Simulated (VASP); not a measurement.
# AlN (I-4m2) in VASP: notebook

The runs below take AlN through single point, with r2SCAN.

All numbers are computed with VASP 6.6.1; they aren't measurements. Logs are shortened: lines on timing, memory, paths and dates and some standing lists are left out, and cuts for length are marked.

### 1 The cell of the first run

The structure is tetragonal, space group I-4m2 (No. 119). The conventional cell has a = 3.059 Å, b = 3.059 Å, c = 4.396 Å, α = 90.00°, β = 90.00°, γ = 90.00°. Within 2.5 Å of Al (site symmetry -4m2) lie 4 N at 1.88 Å. N (site symmetry -4m2) has 4 Al at 1.88 Å within 2.5 Å.

### 2 Single point, r2SCAN (in-plane strain -0.01)

POSCAR

```
AlN
1.0
    2.1630508498      2.1630508498      0.0000000000
   -2.1630508498      2.1630508498      0.0000000000
    0.0000000000      2.1630508498      2.1980092474
Al N
1 1
Direct
    0.0000000000      0.0000000000      0.0000000000
    0.2500000000      0.7500000000      0.5000000000
```

INCAR.step1

```
SYSTEM = AlN
PREC     = Accurate       ! precision mode
ENCUT    = 520            ! plane-wave cutoff, eV
ISMEAR   = 0              ! smearing method
SIGMA    = 0.01           ! smearing width, eV
LREAL    = .FALSE.        ! projectors in reciprocal space
LASPH    = .TRUE.         ! aspherical terms in the spheres
NELM     = 80             ! most SCF steps
NBANDS   = 11             ! bands
GGA      = PE             ! functional
ALGO     = Normal         ! electronic algorithm
EDIFF    = 1E-4           ! SCF threshold, eV
LWAVE    = .TRUE.         ! write WAVECAR
LCHARG   = .FALSE.        ! write CHGCAR
```

INCAR.step2

```
SYSTEM = AlN
PREC     = Accurate       ! precision mode
ENCUT    = 520            ! plane-wave cutoff, eV
EDIFF    = 1E-6           ! SCF threshold, eV
ISMEAR   = 0              ! smearing method
SIGMA    = 0.01           ! smearing width, eV
LREAL    = .FALSE.        ! projectors in reciprocal space
LASPH    = .TRUE.         ! aspherical terms in the spheres
NELM     = 80             ! most SCF steps
ALGO     = Normal         ! electronic algorithm
ISIF     = 2              ! what is computed and relaxed
LWAVE    = .FALSE.        ! write WAVECAR
LCHARG   = .FALSE.        ! write CHGCAR
METAGGA  = R2SCAN         ! meta-GGA
LMIXTAU  = .TRUE.       
NBANDS   = 11             ! bands
ISTART   = 1
```

KPOINTS

```
Automatic mesh
0
G
  10 10 10
  0 0 0
```

Potentials or basis: VASP PAW PBE potentials, release 64 (Al, N).

On the command line:

```bash
$ cat potpaw_PBE.64/Al/POTCAR potpaw_PBE.64/N/POTCAR > POTCAR
$ cp INCAR.step1 INCAR
$ mpirun -np 1 vasp_std > vasp.out
$ cp INCAR.step2 INCAR
$ mpirun -np 1 vasp_std > vasp.out
```

OUTCAR:

```text
SYSTEM = AlN
   PREC = Accurate
   ENCUT = 520
   EDIFF = 1E-6
   ISMEAR = 0
   LREAL = .FALSE.
   LASPH = .TRUE.
   NELM = 80
   ISIF = 2
   METAGGA = R2SCAN
   ISTART = 1

 ion  position               nearest neighbor table
   1  0.000  0.000  0.000-   2 1.88   2 1.88   2 1.88   2 1.88
   2  0.250  0.750  0.500-   1 1.88   1 1.88   1 1.88   1 1.88

  LATTYP: Found a body centered tetragonal cell.
 ALAT       =     3.0590158479
 C/A-ratio  =     1.4370695392

  Lattice vectors:

 A1 = (   2.1630508498,   0.0000000000,  -2.1980092474)
 A2 = (  -2.1630508498,   0.0000000000,  -2.1980092474)
 A3 = (   0.0000000000,   2.1630508498,   2.1980092474)

Analysis of symmetry for initial positions (statically):
=====================================================================
 Subroutine PRICEL returns:
 Original cell was already a primitive cell.

 Routine SETGRP: Setting up the symmetry group for a
 body centered tetragonal supercell.

 Subroutine GETGRP returns: Found  8 space group operations
 (whereof  8 operations were pure point group operations)
 out of a pool of 16 trial point group operations.

The static configuration has the point symmetry D_2d.

Analysis of symmetry for dynamics (positions and initial velocities):
=====================================================================
 Subroutine PRICEL returns:
 Original cell was already a primitive cell.

 Routine SETGRP: Setting up the symmetry group for a
 body centered tetragonal supercell.

 Subroutine GETGRP returns: Found  8 space group operations
 (whereof  8 operations were pure point group operations)
 out of a pool of 16 trial point group operations.

The dynamic configuration has the point symmetry D_2d.

 Subroutine INISYM returns: Found  8 space group operations
 (whereof  8 operations are pure point group operations),
 and found     1 'primitive' translations

----------------------------------------------------------------------------------------

                                     Primitive cell

  volume of cell :      20.5680

  direct lattice vectors                    reciprocal lattice vectors
     2.163050850  2.163050850  0.000000000     0.231154991  0.231154991 -0.227478570
    -2.163050850  2.163050850  0.000000000    -0.231154991  0.231154991 -0.227478570
     0.000000000  2.163050850  2.198009247     0.000000000  0.000000000  0.454957140

  length of vectors
     3.059015848  3.059015848  3.083834242     0.398260919  0.398260919  0.454957140

  position of ions in fractional coordinates (direct lattice)
     0.000000000  0.000000000  0.000000000
     0.250000000  0.750000000  0.500000000

  ion indices of the primitive-cell ions
   primitive index   ion index
                 1           1
                 2           2

----------------------------------------------------------------------------------------

 KPOINTS: Automatic mesh

Automatic generation of k-mesh.
 Grid dimensions read from file:
 generate k-points for:   10   10   10

 Generating k-lattice:

  Cartesian coordinates                     Fractional coordinates (reciprocal lattice)
     0.023115499  0.023115499 -0.022747857     0.100000000  0.000000000  0.000000000
    -0.023115499  0.023115499 -0.022747857     0.000000000  0.100000000  0.000000000
     0.000000000  0.000000000  0.045495714     0.000000000  0.000000000  0.100000000

  Length of vectors
     0.039826092  0.039826092  0.045495714

  Shift w.r.t. Gamma in fractional coordinates (k-lattice)
     0.000000000  0.000000000  0.000000000

 Subroutine IBZKPT returns following result:
 ===========================================

 Found    102 irreducible k-points:

 Following reciprocal coordinates:
            Coordinates               Weight
  0.000000  0.000000  0.000000      1.000000
  0.100000  0.000000  0.000000      8.000000
  0.200000  0.000000  0.000000      8.000000
  0.300000  0.000000 -0.000000      8.000000
  0.400000  0.000000 -0.000000      8.000000
  0.500000  0.000000 -0.000000      4.000000
[... 16 lines left out ...]
  0.300000  0.300000 -0.000000      8.000000
  0.400000  0.300000 -0.000000     16.000000
 [... further k-points ...]
   k-points           NKPTS =    102   k-points in BZ     NKDIM =    102   number of bands    NBANDS=     11
   number of dos      NEDOS =    301   number of ions     NIONS =      2
   total plane-waves  NPLWV =  13824
   dimension x,y,z NGX =    24 NGY =   24 NGZ =   24
   dimension x,y,z NGXF=    48 NGYF=   48 NGZF=   48
   ions per type =               1   1
   NGX,Y,Z   is equivalent  to a cutoff of  13.04, 13.04, 12.94 a.u.
   NGXF,Y,Z  is equivalent  to a cutoff of  26.09, 26.09, 25.88 a.u.
 SYSTEM =  AlN
   PREC   = accura    normal or accurate (medium, high low for compatibility)
   ISTART =      1    job   : 0-new  1-cont  2-samecut
   ICHARG =      0    charge: 1-file 2-atom 10-const
   ISPIN  =      1    spin polarized calculation?
   LNONCOLLINEAR =      F non collinear calculations
   LSORBIT =      F    spin-orbit coupling
   LASPH  =      T    aspherical Exc in radial PAW
   ENCUT  =  520.0 eV  38.22 Ry    6.18 a.u.   5.69  5.69  5.73*2*pi/ulx,y,z
   NELM   =     80;   NELMIN=  2; NELMDL=  0     # of ELM steps
   EDIFF  = 0.1E-05   stopping-criterion for ELM
   LREAL  =      F    real-space projection
   EDIFFG = 0.1E-04   stopping-criterion for IOM
   NSW    =      0    number of steps for IOM
   IBRION =     -1    ionic relax: 0-MD 1-quasi-New 2-CG
   NFREE  =      0    steps in history (QN), initial steepest desc. (CG)
   ISIF   =      2    stress and relaxation
   ISYM   =      2    0-nonsym 1-usesym 2-fastsym
   POTIM  = 0.5000    time-step for ionic-motion
   TEBEG  =    0.0;   TEEND  =   0.0 temperature during run
   PSTRESS=    0.0 pullay stress
   NELECT =       8.0000    total number of electrons
   NUPDOWN=      -1.0000    fix difference up-down
   EMIN   =  10.00;   EMAX   =-10.00  energy-range for DOS
   EFERMI =   0.00;   METHOD = LEGACY
   ISMEAR =     0;   SIGMA  =   0.01  broadening in eV -4-tet -1-fermi 0-gaus
   EFERMI_NEDOS =   21; number of points for ismear=-14 and -15
   IALGO  =     38    algorithm
   IMIX   =      4    mixing-type and parameters
     AMIX     =   0.40;   BMIX     =  1.00
     AMIX_MAG =   1.60;   BMIX_MAG =  1.00
  volume/ion in A,a.u.               =      10.28        69.40
  Fermi-wavevector in a.u.,A,eV,Ry     =   1.195016  2.258253 19.429990  1.428064
  Thomas-Fermi vector in A             =   2.330992
   LORBIT       =      0    0 simple, 1 ext, 2 COOP (PROOUT), +10 PAW based schemes
   METAGGA = R2SCAN    functional components
   LHFCALC =     F    Hartree Fock is set to
   AEXX    =    0.0000 exact exchange contribution
   IVDW    =     0    specifies the selected vdW correction
   LEPSILON=     F    determine dielectric tensor
   LRPA    =     F    only Hartree local field effects (RPA)
 non-spin polarized calculation
 Gauss-broadening in eV      SIGMA  =   0.01
  energy-cutoff  :      520.00
  volume of cell :       20.57
 maximum number of plane-waves:       568
   NGX = 11   NGY = 11   NGZ = 11

 number of electron       7.9999999 magnetization

 Free energy of the ion-electron system (eV)
  ---------------------------------------------------
  ext. energy  EPLUGINS =         0.00000000
  ---------------------------------------------------
  free energy    TOTEN  =       -19.17566755 eV

  energy without entropy =      -19.17566755  energy(sigma->0) =      -19.17566755

 E-fermi :   5.9926     XC(G=0): -11.4771

 val. band max:        5.8384861119   @ k =   0.0000   0.0000   0.0000
 cond. band min:       9.7350237651   @ k =   0.5000   0.5000  -0.0000
 fundamental gap:      3.8965376532
 Fermi energy:         5.9925766746

 k-point     1 :       0.0000    0.0000    0.0000
  band No.  band energies     occupation
      1     -10.0026      2.00000
      2       5.7675      2.00000
      3       5.8385      2.00000
      4       5.8385      2.00000
      5      10.8267      0.00000
      6      19.4624      0.00000
      7      19.4624      0.00000
      8      19.4836      0.00000
      9      24.1679      0.00000
     10      24.7276      0.00000
     11      25.7900      0.00000

 k-point     2 :       0.1000    0.0000    0.0000
  band No.  band energies     occupation
      1      -9.8536      2.00000
      2       5.0122      2.00000
      3       5.7348      2.00000
      4       5.7914      2.00000
      5      11.4832      0.00000
      6      19.0821      0.00000
      7      19.6074      0.00000
      8      19.6190      0.00000
      9      22.9935      0.00000
     10      23.4261      0.00000
     11      25.4129      0.00000

 k-point     3 :       0.2000    0.0000    0.0000
  band No.  band energies     occupation
      1      -9.4309      2.00000
      2       3.3784      2.00000
      3       5.5908      2.00000
      4       5.6737      2.00000
      5      12.6488      0.00000
      6      18.2766      0.00000
      7      19.4072      0.00000
      8      19.5806      0.00000
      9      22.6487      0.00000
     10      22.8111      0.00000
     11      24.5436      0.00000

 k-point     4 :       0.3000    0.0000   -0.0000
  band No.  band energies     occupation
      1      -8.8216      2.00000
      2       1.6885      2.00000
      3       5.4260      2.00000
      4       5.5382      2.00000
      5      13.5432      0.00000
      6      17.4976      0.00000
      7      18.6087      0.00000
      8      18.8748      0.00000
      9      23.9148      0.00000
     10      23.9174      0.00000
     11      24.4460      0.00000
[... 239 lines left out ...]
 k-point    22 :      -0.2000    0.2000    0.0000
  band No.  band energies     occupation
      1      -9.2352      2.00000
      2       3.6220      2.00000
      3       5.0537      2.00000
      4       5.0937      2.00000
      5      12.7701      0.00000
      6      17.6447      0.00000
      7      18.7555      0.00000
      8      20.3877      0.00000
      9      20.6882      0.00000
     10      25.5862      0.00000
     11      28.4531      0.00000

 k-point    23 :       0.3000    0.3000   -0.0000
  band No.  band energies     occupation
      1      -7.6383      2.00000
      2       1.2833      2.00000
      3       2.5539      2.00000
      4       4.8934      2.00000
      5      13.3587      0.00000
      6      16.5984      0.00000
      7      19.3027      0.00000
      8      19.7195      0.00000
      9      24.2711      0.00000
     10      24.4764      0.00000
     11      30.8278      0.00000

 k-point    24 :       0.4000    0.3000   -0.0000
  band No.  band energies     occupation
      1      -7.4256      2.00000
      2       1.2183      2.00000
      3       2.4697      2.00000
      4       4.5584      2.00000
      5      12.3092      0.00000
      6      16.9162      0.00000
      7      19.8274      0.00000
      8      20.3979      0.00000
      9      22.7979      0.00000
     10      26.3970      0.00000
     11      31.6670      0.00000

 [... further k-points ...]
[... 5 lines left out ...]
  --------------------------------------------------------------------------------------
  -------------------------------------------------------------------------------------
  Total        0.4442326      0.4442326      0.1298833      0.0000000      0.0000000     -0.0000000
  in kB       34.6041404     34.6041404     10.1174453      0.0000000      0.0000000     -0.0000000
  external PRESSURE =      26.4419087 kB  Pullay stress =       0.0000000 kB

 VOLUME and BASIS-vectors are now :
 -----------------------------------------------------------------------------
  energy-cutoff  :      520.00
  volume of cell :       20.57
      direct lattice vectors                 reciprocal lattice vectors
     2.163050850  2.163050850  0.000000000     0.231154991  0.231154991 -0.227478570
    -2.163050850  2.163050850  0.000000000    -0.231154991  0.231154991 -0.227478570
     0.000000000  2.163050850  2.198009247     0.000000000  0.000000000  0.454957140

 POSITION                                       TOTAL-FORCE (eV/Angst)
 -----------------------------------------------------------------------------------
      0.00000      0.00000      0.00000         0.000000     -0.000000      0.000000
     -1.08153      3.24458      1.09900        -0.000000      0.000000      0.000000
 -----------------------------------------------------------------------------------
    total drift:                               -0.000000      0.000000      0.000000

  FREE ENERGIE OF THE ION-ELECTRON SYSTEM (eV)
  ---------------------------------------------------
  free  energy   TOTEN  =       -19.1756675501 eV

  energy  without entropy=      -19.1756675501  energy(sigma->0) =      -19.17566755
```

It took 38 s on 1 thread of Intel Xeon 6975P-C, shared host; peak memory 0.15 GiB.

Results:

- Free energy: -19.1757 eV
- Pressure: 2.6 GPa
- Band gap on the k mesh: 3.90 eV, indirect (least direct gap 4.99 eV)

Caveat: the cell differs from its parent crystal (in-plane strain -0.01); the PAW data sets were made with another functional, which shifts forces and pressure a little.

### 3 Single point, r2SCAN (film at in-plane strain -0.01)

POSCAR: that of step 2 with these lines changed.

```diff
@@ -4,3 +4,3 @@
    -2.1630508498      2.1630508498      0.0000000000
-    0.0000000000      2.1630508498      2.1980092474
+    0.0000000000      2.1630508498      2.2072582071
 Al N
```

INCAR.step1

```
SYSTEM = AlN
ALGO = Normal
EDIFF = 1E-4
ENCUT = 520
GGA = PE
ISMEAR = 0
LASPH = .True.
LCHARG = .False.
LREAL = .False.
LWAVE = .True.
NBANDS = 11
NELM = 100
PREC = Accurate
SIGMA = 0.01
```

INCAR.step2

```
SYSTEM = AlN
ALGO = Normal
EDIFF = 1E-6
ENCUT = 520
ISIF = 2
ISMEAR = 0
ISTART = 1
LASPH = .True.
LCHARG = .True.
LELF = .True.
LMIXTAU = .True.
LREAL = .False.
LVHAR = .True.
LWAVE = .False.
METAGGA = R2SCAN
NBANDS = 11
NELM = 100
PREC = Accurate
SIGMA = 0.01
```

KPOINTS

```
k-points
0
Gamma
  10 10 10
  0 0 0
```

Potentials or basis: VASP PAW PBE potentials, release 64 (Al, N).

On the command line:

```bash
$ cat potpaw_PBE.64/Al/POTCAR potpaw_PBE.64/N/POTCAR > POTCAR
$ cp INCAR.step1 INCAR
$ mpirun -np 1 vasp_std > vasp.out
$ cp INCAR.step2 INCAR
$ mpirun -np 1 vasp_std > vasp.out
```

It took 46 s on 1 thread of Intel Xeon 6975P-C, shared host; peak memory 0.15 GiB.

Results (log left out):

```yaml
Free_energy: -19.1759 eV
Pressure: 1.7 GPa
Band_gap_on_the_k_mesh: 3.88 eV, indirect (least direct gap 4.94 eV)
```

Stress tensor (GPa, compression positive):
```
 2.75  0.00  0.00
 0.00  2.75  0.00
 0.00  0.00 -0.39
```

Levels at points of the mesh, in eV from the valence-band top:
| k point | band 1 | band 2 | band 3 | band 4 | band 5 | band 6 | band 7 | band 8 | band 9 |
| --- | --- | --- | --- | --- | --- | --- | --- | --- | --- |
| (0.00, 0.00, 0.00) | -15.82 | -0.09 | 0.00 | 0.00 | 4.94 | 13.57 | 13.57 | 13.60 | 18.21 |
| (0.50, 0.00, 0.00) | -13.78 | -5.96 | -0.61 | -0.43 | 8.24 | 10.86 | 11.81 | 12.16 | 19.40 |
| (0.50, 0.50, 0.00) | -13.12 | -4.94 | -1.90 | -1.90 | 3.88 | 9.40 | 15.42 | 16.66 | 17.30 |
| (0.00, 0.00, 0.50) | -13.21 | -5.14 | -1.73 | -1.73 | 3.98 | 9.72 | 15.04 | 17.15 | 17.15 |

Caveat: the cell differs from its parent crystal (film at in-plane strain -0.01); the PAW data sets were made with another functional, which shifts forces and pressure a little. A k mesh can miss the band edges.
